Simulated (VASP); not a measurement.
# BiTe: single point with revPBE+D4

The system is BiTe.

```
Bi Te
1.0
     0.00000    3.16896    3.16896
     3.16896    0.00000    3.16896
     3.16896    3.16896    0.00000
Bi Te
1 1
Direct
  0.00000 0.00000 0.00000
  0.50000 0.50000 0.50000
```

```yaml
Program: VASP 6.6.1
Task: single point
Functional: revPBE
Dispersion: D4
Potentials_or_basis: VASP PAW PBE potentials, release 64 (Bi_d, Te)
Cutoff: 520 eV
k_mesh: 7 × 7 × 7
Occupations: tetrahedron
Spin: non-collinear spin, typed start
Starting_moments: "[[0.0, 0.0, 0.5], [0.0, 0.0, 0.0]] μB"
Dipole_correction: no
Further_INCAR_settings: ALGO = Normal; EDIFF = 1e-06; NBANDS = 33
```

```json
{
  "Pressure": "1.4 GPa",
  "Band gap on the k mesh": "zero (bands 21 and 22 overlap by 3.10 eV)",
  "Net moment": "0.26 μB per cell",
  "Valence electrons inside the program's atomic spheres": "Bi 12.74; Te 3.35",
  "Dispersion energy per atom": "-0.801 eV"
}
```

Stress tensor (GPa, compression positive):
```
1.42 0.00 0.00
0.00 1.42 0.00
0.00 0.00 1.30
```

Levels at points of the mesh, in eV from the Fermi level:
| k point | band 17 | band 18 | band 19 | band 20 | band 21 | band 22 | band 23 | band 24 |
| --- | --- | --- | --- | --- | --- | --- | --- | --- |
| (0.00, 0.00, 0.00) | -2.98 | -2.91 | -2.91 | -2.91 | 2.00 | 2.00 | 2.00 | 2.13 |

Moments on the atoms (μB; x, y, z):
```
Bi  0.00 0.00 0.12
Te  0.00 0.00 0.01
```

It took 9.1 min on 1 thread of Intel Xeon 8259CL, with other jobs on the host, peak memory 0.48 GiB.

Caveat: the PAW data sets were made with another functional, which shifts forces and pressure a little; spin-orbit coupling is left out, which moves the levels of the heavy elements; tetrahedron occupations give inexact forces and stress in metals.
